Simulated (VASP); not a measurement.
The system is C.

```xyz
2
Lattice="0.0000 1.7799 1.6960 1.7799 0.0000 1.6960 1.7799 1.7799 0.0000" Properties=species:S:1:pos:R:3 pbc="T T T"
C     1.7799    1.7799    1.6960
C     2.6698    2.6698    2.5441
```

This cell differs from its parent crystal: volume 5.373 Å^3 an atom, c/a of the conventional cell 0.9529.

Base run:

| Quantity | Value |
| --- | --- |
| Program | VASP 6.6.1 |
| Functional | LDA |
| Potentials or basis | VASP PAW LDA potentials, release 64 (C_h) |
| Cutoff | 910 eV |
| k mesh | 12 × 12 × 12 |
| Occupations | gaussian, width 0.05 eV |
| Spin | no spin polarisation |

Its results: band gap on the k mesh 3.03 eV, indirect (least direct gap 4.84 eV); pressure 12.7 GPa.

Problem. The run is repeated on the same cell with these changes: potentials or basis from VASP PAW LDA potentials, release 64 (C_h) to VASP PAW LDA potentials, release 64 (C); cutoff from 910 eV to 520 eV. What comes out?

Solution. Band gap on the k mesh 3.02 eV, indirect (least direct gap 4.84 eV); pressure 13.8 GPa.

Caveats: the cutoff is under 1.25 times the usual one of these potentials, so pressure, stress and relaxed cells hold a basis-set (Pulay) error (some runs).

A k mesh can miss the band edges.
